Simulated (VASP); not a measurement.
# F (C2/c) in VASP: further runs

F is run at these levels: PBEsol; tasks: single point.

Program: VASP 6.6.1. These are calculated values, not measurements. Logs are shortened: lines on timing, memory, paths and dates and some standing lists are left out, and cuts for length are marked.

## 1. The cell of the first run

It takes space group C2/c (No. 15, monoclinic). Conventional cell: a = 5.910 Å, b = 3.512 Å, c = 6.714 Å, α = 90.00°, β = 97.06°, γ = 90.00°. Within 1.8 Å of F (site symmetry 1) lie 1 F at 1.38 Å.

## 2. Single point, PBEsol (17.29 Å³/atom)

INCAR

```
PREC = Accurate
ENCUT = 520
EDIFF = 1E-6
ISMEAR = -1
SIGMA = 0.05
LREAL = F
LASPH = T
NELM = 60
ALGO = Normal
ISIF = 2
LWAVE = F
LCHARG = F
GGA = PS
NBANDS = 22
```

KPOINTS

```
regular mesh
0
Gamma
  9 9 4
```

POSCAR

```
F
1.0
    2.9499994589     -1.7562493118      0.1699267977
    2.9499994589      1.7562493118      0.1699267977
   -1.2066028385      0.0000000000      6.6044135950
F
4
Direct
    0.9217777019      0.5857884117      0.0939778158
    0.4142115883      0.0782222981      0.4060221842
    0.0782222981      0.4142115883      0.9060221842
    0.5857884117      0.9217777019      0.5939778158
```

Potentials or basis: VASP PAW PBE potentials, release 64 (F).

Command:

```
> cat potpaw_PBE.64/F/POTCAR > POTCAR
> mpirun -np 1 vasp_std > vasp.out
```

OUTCAR:

```text
PREC = Accurate
   ENCUT = 520
   EDIFF = 1E-6
   ISMEAR = -1
   LREAL = F
   LASPH = T
   NELM = 60
   ISIF = 2
   GGA = PS

 ion  position               nearest neighbor table
   1  0.922  0.586  0.094-   3 1.38
   2  0.414  0.078  0.406-   4 1.38
   3  0.078  0.414  0.906-   1 1.38
   4  0.586  0.922  0.594-   2 1.38

  LATTYP: Found a base centered monoclinic cell.
 ALAT       =     5.9097789888
 B/A-ratio  =     0.5943536349
 C/A-ratio  =     1.1360373925
 COS(beta)  =    -0.1228536308

  Lattice vectors:

 A1 = (   2.9499994589,  -1.7562493118,   0.1699267977)
 A2 = (   2.9499994589,   1.7562493118,   0.1699267977)
 A3 = (  -1.2066028385,   0.0000000000,   6.6044135950)

Analysis of symmetry for initial positions (statically):
=====================================================================
 Subroutine PRICEL returns:
 Original cell was already a primitive cell.

 Routine SETGRP: Setting up the symmetry group for a
 base centered monoclinic supercell.

 Subroutine GETGRP returns: Found  4 space group operations
 (whereof  2 operations were pure point group operations)
 out of a pool of  4 trial point group operations.

The static configuration has the point symmetry S_2 .
 The point group associated with its full space group is C_2h.

Analysis of symmetry for dynamics (positions and initial velocities):
=====================================================================
 Subroutine PRICEL returns:
 Original cell was already a primitive cell.

 Routine SETGRP: Setting up the symmetry group for a
 base centered monoclinic supercell.

 Subroutine GETGRP returns: Found  4 space group operations
 (whereof  2 operations were pure point group operations)
 out of a pool of  4 trial point group operations.

The dynamic configuration has the point symmetry S_2 .
 The point group associated with its full space group is C_2h.

 Subroutine INISYM returns: Found  4 space group operations
 (whereof  2 operations are pure point group operations),
 and found     1 'primitive' translations

----------------------------------------------------------------------------------------

                                     Primitive cell

  volume of cell :      69.1543

  direct lattice vectors                    reciprocal lattice vectors
[... 81 lines left out ...]
 SYSTEM =  unknown system
   PREC   = accura    normal or accurate (medium, high low for compatibility)
   ISTART =      0    job   : 0-new  1-cont  2-samecut
   ICHARG =      2    charge: 1-file 2-atom 10-const
   ISPIN  =      1    spin polarized calculation?
   LNONCOLLINEAR =      F non collinear calculations
   LSORBIT =      F    spin-orbit coupling
   LASPH  =      T    aspherical Exc in radial PAW
   ENCUT  =  520.0 eV  38.22 Ry    6.18 a.u.   6.39  6.39 12.48*2*pi/ulx,y,z
   NELM   =     60;   NELMIN=  2; NELMDL= -5     # of ELM steps
   EDIFF  = 0.1E-05   stopping-criterion for ELM
   LREAL  =      F    real-space projection
   EDIFFG = 0.1E-04   stopping-criterion for IOM
   NSW    =      0    number of steps for IOM
   IBRION =     -1    ionic relax: 0-MD 1-quasi-New 2-CG
   NFREE  =      0    steps in history (QN), initial steepest desc. (CG)
   ISIF   =      2    stress and relaxation
   ISYM   =      2    0-nonsym 1-usesym 2-fastsym
   POTIM  = 0.5000    time-step for ionic-motion
   TEBEG  =    0.0;   TEEND  =   0.0 temperature during run
   PSTRESS=    0.0 pullay stress
   NELECT =      28.0000    total number of electrons
   NUPDOWN=      -1.0000    fix difference up-down
   EMIN   =  10.00;   EMAX   =-10.00  energy-range for DOS
   EFERMI =   0.00;   METHOD = LEGACY
   ISMEAR =    -1;   SIGMA  =   0.05  broadening in eV -4-tet -1-fermi 0-gaus
   EFERMI_NEDOS =   21; number of points for ismear=-14 and -15
   IALGO  =     38    algorithm
   IMIX   =      4    mixing-type and parameters
     AMIX     =   0.40;   BMIX     =  1.00
     AMIX_MAG =   1.60;   BMIX_MAG =  1.00
  volume/ion in A,a.u.               =      17.29       116.67
  Fermi-wavevector in a.u.,A,eV,Ry     =   1.211122  2.288689 19.957249  1.466816
  Thomas-Fermi vector in A             =   2.346647
   LORBIT       =      0    0 simple, 1 ext, 2 COOP (PROOUT), +10 PAW based schemes
   GGA     = PS    functional components
   LHFCALC =     F    Hartree Fock is set to
   AEXX    =    0.0000 exact exchange contribution
   IVDW    =     0    specifies the selected vdW correction
   LEPSILON=     F    determine dielectric tensor
   LRPA    =     F    only Hartree local field effects (RPA)
 non-spin polarized calculation
  energy-cutoff  :      520.00
  volume of cell :       69.15
 maximum number of plane-waves:      1882
 NGX is ok and might be reduce to    28
   NGX = 13   NGY = 13   NGZ = 25

 number of electron      28.0000018 magnetization

 Free energy of the ion-electron system (eV)
  ---------------------------------------------------
  ext. energy  EPLUGINS =         0.00000000
  ---------------------------------------------------
  free energy    TOTEN  =        -7.76878092 eV

  energy without entropy =       -7.76878092  energy(sigma->0) =       -7.76878092

 E-fermi :  -4.2235     XC(G=0):  -7.2177

 val. band max:       -5.3804754670   @ k =   0.4444   0.4444   0.0000
 cond. band min:      -2.0874258603   @ k =   0.0000   0.0000   0.0000
 fundamental gap:      3.2930496067
 Fermi energy:        -4.2234650091

 k-point     1 :       0.0000    0.0000    0.0000
  band No.  band energies     occupation
      1     -30.7614      2.00000
      2     -30.6590      2.00000
      3     -23.8099      2.00000
      4     -23.4823      2.00000
      5     -12.2152      2.00000
      6     -11.5187      2.00000
[... 589 lines left out ...]
     21      10.4849      0.00000
     22      12.7853      0.00000

 [... further k-points ...]
[... 5 lines left out ...]
  --------------------------------------------------------------------------------------
  -------------------------------------------------------------------------------------
  Total       -0.1398165      0.4046118      2.5898127      0.0000000      0.0000000     -0.3951477
  in kB       -3.2392929      9.3741141     60.0012176      0.0000000      0.0000000     -9.1548480
  external PRESSURE =      22.0453463 kB  Pullay stress =       0.0000000 kB

 VOLUME and BASIS-vectors are now :
 -----------------------------------------------------------------------------
  energy-cutoff  :      520.00
  volume of cell :       69.15
      direct lattice vectors                 reciprocal lattice vectors
     2.949999459 -1.756249312  0.169926798     0.167726447 -0.284697620  0.030643024
     2.949999459  1.756249312  0.169926798     0.167726447  0.284697620  0.030643024
    -1.206602839  0.000000000  6.604413595    -0.008630961  0.000000000  0.149837051

 POSITION                                       TOTAL-FORCE (eV/Angst)
 -----------------------------------------------------------------------------------
      4.33393     -0.59008      0.87684        -0.159643      0.508513      1.092696
      0.96277     -0.59008      2.76522         0.159643      0.508513     -1.092696
      0.35947      0.59008      6.06742         0.159643     -0.508513     -1.092696
      3.73062      0.59008      4.17905        -0.159643     -0.508513      1.092696
 -----------------------------------------------------------------------------------
    total drift:                                0.000000      0.000000     -0.000000

  FREE ENERGIE OF THE ION-ELECTRON SYSTEM (eV)
  ---------------------------------------------------
  free  energy   TOTEN  =        -7.7687809240 eV

  energy  without entropy=       -7.7687809239  energy(sigma->0) =       -7.76878092
```

stdout:

```text
POSCAR found type information on POSCAR F
 POSCAR found :  1 types and       4 ions
 scaLAPACK will be used
 -----------------------------------------------------------------------------
|                                                                             |
|                                                                             |
|     You enforced a specific xc type in the INCAR file but a different       |
|     I HOPE YOU KNOW WHAT YOU ARE DOING!                                     |
|                                                                             |
 -----------------------------------------------------------------------------

 LDA part: xc-table for (Slater+PW92), standard interpolation
 POSCAR, INCAR and KPOINTS ok, starting setup
 FFT: planning ... GRIDC
 FFT: planning ... GRID_SOFT
 FFT: planning ... GRID
 WAVECAR not read
 entering main loop
```

Run time: 56 s. Hardware: 1 thread of AMD EPYC 9R45 (Zen 5), shared host; peak memory 0.21 GiB.

What came out:

```
Free energy            : -7.7688 eV
Pressure               : 2.2 GPa
Largest force          : 1.216 eV/Å
Band gap on the k mesh : 3.29 eV
```

Forces on the atoms (eV/Å):
```
F   -0.160  0.509  1.093
F    0.160  0.509 -1.093
F    0.160 -0.509 -1.093
F   -0.160 -0.509  1.093
```

Stress tensor (GPa, compression positive):
```
-0.32  0.00 -0.92
 0.00  0.94  0.00
-0.92  0.00  6.00
```

Levels at points of the mesh, in eV from the valence-band top:
| k point | band 10 | band 11 | band 12 | band 13 | band 14 | band 15 | band 16 | band 17 | band 18 | band 19 |
| --- | --- | --- | --- | --- | --- | --- | --- | --- | --- | --- |
| (0.00, 0.00, 0.00) | -3.58 | -0.36 | -0.09 | -0.06 | 0.00 | 3.29 | 4.11 | 8.84 | 11.45 | 12.54 |
| (0.00, 0.00, 0.50) | -3.61 | -0.22 | -0.22 | -0.05 | -0.05 | 3.67 | 3.67 | 9.77 | 9.77 | 15.31 |

Caveat: the stress differs along the axes, from -0 to 6 GPa; this functional lacks dispersion, which holds the molecules together, so the pressure and a relaxed volume are unreliable; the PAW data sets were made with another functional, which shifts forces and pressure a little.

## 3. Single point, PBEsol (18.01 Å³/atom)

This run uses another cell than the first one, of 18.01 Å³/atom.

INCAR

```
  ALGO = Normal
  EDIFF = 1E-6
  ENCUT = 520
  GGA = PS
  ISIF = 2
  ISMEAR = -1
  LASPH = True
  LCHARG = False
  LREAL = False
  LWAVE = False
  NBANDS = 22
  NELM = 60
  PREC = Accurate
  SIGMA = 0.05
```

KPOINTS

```
k-points
0
Gamma
  9 9 4
```

POSCAR

```
F
1.0
    2.9904154326     -1.7803105115      0.1722548513
    2.9904154326      1.7803105115      0.1722548513
   -1.2231336987      0.0000000000      6.6948962578
F
4
Direct
    0.9217777019      0.5857884117      0.0939778158
    0.4142115883      0.0782222981      0.4060221842
    0.0782222981      0.4142115883      0.9060221842
    0.5857884117      0.9217777019      0.5939778158
```

Potentials or basis: VASP PAW PBE potentials, release 64 (F).

Command:

```
> cat potpaw_PBE.64/F/POTCAR > POTCAR
> mpirun -np 1 vasp_std > vasp.out
```

OUTCAR:

```text
EDIFF = 1E-6
   ENCUT = 520
   GGA = PS
   ISIF = 2
   ISMEAR = -1
   LASPH = True
   LREAL = False
   NELM = 60
   PREC = Accurate

 ion  position               nearest neighbor table
   1  0.922  0.586  0.094-   3 1.40
   2  0.414  0.078  0.406-   4 1.40
   3  0.078  0.414  0.906-   1 1.40
   4  0.586  0.922  0.594-   2 1.40

  LATTYP: Found a base centered monoclinic cell.
 ALAT       =     5.9907449264
 B/A-ratio  =     0.5943536349
 C/A-ratio  =     1.1360373926
 COS(beta)  =    -0.1228536308

  Lattice vectors:

 A1 = (   2.9904154326,  -1.7803105115,   0.1722548513)
 A2 = (   2.9904154326,   1.7803105115,   0.1722548513)
 A3 = (  -1.2231336987,   0.0000000000,   6.6948962578)

Analysis of symmetry for initial positions (statically):
=====================================================================
 Subroutine PRICEL returns:
 Original cell was already a primitive cell.

 Routine SETGRP: Setting up the symmetry group for a
 base centered monoclinic supercell.

 Subroutine GETGRP returns: Found  4 space group operations
 (whereof  2 operations were pure point group operations)
 out of a pool of  4 trial point group operations.

The static configuration has the point symmetry S_2 .
 The point group associated with its full space group is C_2h.

Analysis of symmetry for dynamics (positions and initial velocities):
=====================================================================
 Subroutine PRICEL returns:
 Original cell was already a primitive cell.

 Routine SETGRP: Setting up the symmetry group for a
 base centered monoclinic supercell.

 Subroutine GETGRP returns: Found  4 space group operations
 (whereof  2 operations were pure point group operations)
 out of a pool of  4 trial point group operations.

[... 114 lines left out ...]
   TEBEG  =    0.0;   TEEND  =   0.0 temperature during run
   PSTRESS=    0.0 pullay stress
   NELECT =      28.0000    total number of electrons
   NUPDOWN=      -1.0000    fix difference up-down
   EMIN   =  10.00;   EMAX   =-10.00  energy-range for DOS
   EFERMI =   0.00;   METHOD = LEGACY
   ISMEAR =    -1;   SIGMA  =   0.05  broadening in eV -4-tet -1-fermi 0-gaus
   EFERMI_NEDOS =   21; number of points for ismear=-14 and -15
   IALGO  =     38    algorithm
   IMIX   =      4    mixing-type and parameters
     AMIX     =   0.40;   BMIX     =  1.00
     AMIX_MAG =   1.60;   BMIX_MAG =  1.00
  volume/ion in A,a.u.               =      18.01       121.53
  Fermi-wavevector in a.u.,A,eV,Ry     =   1.194753  2.257757 19.421443  1.427436
  Thomas-Fermi vector in A             =   2.330736
   LORBIT       =      0    0 simple, 1 ext, 2 COOP (PROOUT), +10 PAW based schemes
   GGA     = PS    functional components
   LHFCALC =     F    Hartree Fock is set to
   AEXX    =    0.0000 exact exchange contribution
   IVDW    =     0    specifies the selected vdW correction
   LEPSILON=     F    determine dielectric tensor
   LRPA    =     F    only Hartree local field effects (RPA)
 non-spin polarized calculation
  energy-cutoff  :      520.00
  volume of cell :       72.04
 maximum number of plane-waves:      1967
 NGX is ok and might be reduce to    28
   NGX = 13   NGY = 13   NGZ = 25

 number of electron      28.0000001 magnetization

 Free energy of the ion-electron system (eV)
  ---------------------------------------------------
  ext. energy  EPLUGINS =         0.00000000
  ---------------------------------------------------
  free energy    TOTEN  =        -7.80092594 eV

  energy without entropy =       -7.80092594  energy(sigma->0) =       -7.80092594

 E-fermi :  -4.4214     XC(G=0):  -7.0470

 val. band max:       -5.6284784667   @ k =   0.4444   0.4444   0.0000
 cond. band min:      -2.5462386722   @ k =   0.0000   0.0000   0.0000
 fundamental gap:      3.0822397945
 Fermi energy:        -4.4214148419

 k-point     1 :       0.0000    0.0000    0.0000
  band No.  band energies     occupation
      1     -30.6376      2.00000
      2     -30.5427      2.00000
      3     -24.0712      2.00000
      4     -23.7826      2.00000
      5     -12.2553      2.00000
      6     -11.6258      2.00000
[... 589 lines left out ...]
     21      10.1293      0.00000
     22      12.2792      0.00000

 [... further k-points ...]
[... 5 lines left out ...]
  --------------------------------------------------------------------------------------
  -------------------------------------------------------------------------------------
  Total       -0.1962593     -0.0154185      0.7633089      0.0000000      0.0000000     -0.1304272
  in kB       -4.3650901     -0.3429304     16.9770899      0.0000000      0.0000000     -2.9008891
  external PRESSURE =       4.0896898 kB  Pullay stress =       0.0000000 kB

 VOLUME and BASIS-vectors are now :
 -----------------------------------------------------------------------------
  energy-cutoff  :      520.00
  volume of cell :       72.04
      direct lattice vectors                 reciprocal lattice vectors
     2.990415433 -1.780310511  0.172254851     0.165459596 -0.280849884  0.030228879
     2.990415433  1.780310511  0.172254851     0.165459596  0.280849884  0.030228879
    -1.223133699  0.000000000  6.694896258    -0.008514312  0.000000000  0.147811978

 POSITION                                       TOTAL-FORCE (eV/Angst)
 -----------------------------------------------------------------------------------
      4.39330     -0.59817      0.88886        -0.057275      0.178222      0.388927
      0.97596     -0.59817      2.80310         0.057275      0.178222     -0.388927
      0.36440      0.59817      6.15055         0.057275     -0.178222     -0.388927
      3.78173      0.59817      4.23631        -0.057275     -0.178222      0.388927
 -----------------------------------------------------------------------------------
    total drift:                                0.000000      0.000000     -0.000000

  FREE ENERGIE OF THE ION-ELECTRON SYSTEM (eV)
  ---------------------------------------------------
  free  energy   TOTEN  =        -7.8009259424 eV

  energy  without entropy=       -7.8009259424  energy(sigma->0) =       -7.80092594
```

OSZICAR:

```text
N       E                     dE             d eps       ncg     rms          rms(c)
DAV:   1     0.191151475403E+03    0.19115E+03   -0.15797E+04  4212   0.117E+03
DAV:   2     0.607851462555E+00   -0.19054E+03   -0.18393E+03  5632   0.290E+02
DAV:   3    -0.948711524955E+01   -0.10095E+02   -0.10048E+02  4806   0.667E+01
DAV:   4    -0.955625417086E+01   -0.69139E-01   -0.69135E-01  4522   0.629E+00
DAV:   5    -0.955668917895E+01   -0.43501E-03   -0.43501E-03  4768   0.472E-01    0.111E+01
DAV:   6    -0.824899779106E+01    0.13077E+01   -0.46522E-01  4282   0.690E+00    0.629E+00
DAV:   7    -0.780293476390E+01    0.44606E+00   -0.62350E-01  4264   0.752E+00    0.708E-01
DAV:   8    -0.780076197879E+01    0.21728E-02   -0.79312E-02  4372   0.202E+00    0.117E-01
DAV:   9    -0.780082085188E+01   -0.58873E-04   -0.10066E-03  4804   0.243E-01    0.670E-02
DAV:  10    -0.780091979772E+01   -0.98946E-04   -0.23071E-04  4426   0.128E-01    0.256E-02
DAV:  11    -0.780092636005E+01   -0.65623E-05   -0.27226E-05  4738   0.460E-02    0.681E-03
DAV:  12    -0.780092594240E+01    0.41765E-06   -0.24754E-06  4612   0.130E-02
   1 F= -.78009259E+01 E0= -.78009259E+01  d E =-.455550E-10
```

Wall time 60 s (1 thread of AMD EPYC 9R45 (Zen 5), shared host); peak memory 0.21 GiB.

Results:

```
Free energy            : -7.8009 eV
Pressure               : 0.4 GPa
Largest force          : 0.432 eV/Å
Band gap on the k mesh : 3.08 eV
```

Forces in eV/Å, atoms in the order of the input:
```
F   -0.057  0.178  0.389
F    0.057  0.178 -0.389
F    0.057 -0.178 -0.389
F   -0.057 -0.178  0.389
```

Stress tensor (GPa, compression positive):
```
-0.44  0.00 -0.29
 0.00 -0.03  0.00
-0.29  0.00  1.70
```

Caveat: this functional lacks dispersion, which holds the molecules together, so the pressure and a relaxed volume are unreliable; the PAW data sets were made with another functional, which shifts forces and pressure a little. A k mesh can miss the band edges.
